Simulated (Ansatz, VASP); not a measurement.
BeTe in VASP and in Ansatz

```
CELL_PARAMETERS angstrom
0.00000 2.80249 2.80249
2.80249 0.00000 2.80249
2.80249 2.80249 0.00000
ATOMIC_POSITIONS crystal
Be 0.00000 0.00000 0.00000
Te 0.25000 0.25000 0.25000
```

Alike in both runs: functional PBEsol; k mesh 8 × 8 × 8; occupations gaussian, width 0.02 eV; no spin polarisation.

Ansatz relaxed the structure, and its values are those at the end. VASP's run is a single point on that final structure, the one shown.

|  | VASP | Ansatz |
| --- | --- | --- |
| version | VASP 6.6.1 | Ansatz 0.2.0 |
| potentials or method | VASP PAW PBE potentials, release 64 (Be, Te), cutoff 600 eV | scalar-relativistic, plane waves, PAW |
| valence electrons in the cell | 8 | 18 |

|  | VASP | Ansatz | Ansatz less VASP |
| --- | --- | --- | --- |
| gap on the k mesh at the Fermi level (eV) | 1.82 | 1.84 | +0.018 |
| least direct gap on the mesh (eV) | 3.59 | 3.61 | +0.021 |
| pressure (GPa) | 0.3 | 0.0 | -0.25 |

VASP's potentials were made for PBE, not for PBEsol, and Ansatz warns of the same on its side. With one functional, cell and mesh, what is left measures potentials, basis and numerics. VASP's potentials hold 8 valence electrons a cell and Ansatz's 18, so a difference there can come from the potentials and not from the codes.

Neither program's run includes spin-orbit coupling.
